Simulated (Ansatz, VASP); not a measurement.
## One calculation of V, two programs

```
V
1.0
    -1.52826    1.52826    1.52826
     1.52826   -1.52826    1.52826
     1.52826    1.52826   -1.52826
V
1
Direct
  0.00000 0.00000 0.00000
```

Change from the starting cell: volume scaled by 1.06, PAW files.

Alike in both runs: task electric field gradients; functional PBE; k mesh 16 × 16 × 16; occupations fermi-dirac, width 0.05 eV; collinear spin.

```csv
,VASP,Ansatz
version,VASP 6.6.1,Ansatz 0.2.0
potentials or method,"VASP PAW PBE potentials, release 64 (V_sv)","PAW with Ansatz's default frozen-core files, scalar-relativistic"
plane-wave cutoff (eV),520,420
valence electrons in the cell,13,13
```

VASP gave:

| Property | Result |
| --- | --- |
| pressure (GPa) | -9.2 |
| net moment per atom (μB) | 0.00 |

**Question.** Which values does Ansatz return?

**Answer.** Pressure (GPa): -9.4; net moment per atom (μB): 0.00.

Ansatz's warnings: seeded moment not kept.
